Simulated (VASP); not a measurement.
Input of a VASP 6.6.1 run:

INCAR

```
SYSTEM = Al
  PREC = Accurate
  ENCUT = 520
  EDIFF = 1E-6
  ISMEAR = 0
  SIGMA = 0.15
  LREAL = .False.
  LASPH = .True.
  NELM = 100
  ALGO = Normal
  ISIF = 2
  LWAVE = .False.
  LCHARG = .False.
  GGA = PS
  NBANDS = 8
```

KPOINTS

```
regular mesh
0
Gamma
  20 20 20
  0 0 0
```

POSCAR

```
Al
1.0
    0.0000000000      1.9430208000      2.1858984000
    1.9430208000      0.0000000000      2.1858984000
    1.9430208000      1.9430208000      0.0000000000
Al
1
Direct
    0.0000000000      0.0000000000      0.0000000000
```

Potentials or basis: VASP PAW PBE potentials, release 64 (Al).

Run with:

```console
$ cat potpaw_PBE.64/Al/POTCAR > POTCAR
$ mpirun -np 1 vasp_std > vasp.out
```

(1) Estimate the pressure.

Answers

(1) -0.5 GPa.

Caveat: the cell differs from its parent crystal (strain -0.040 along x and y, +0.080 along z); the PAW data sets were made with another functional, which shifts forces and pressure a little.
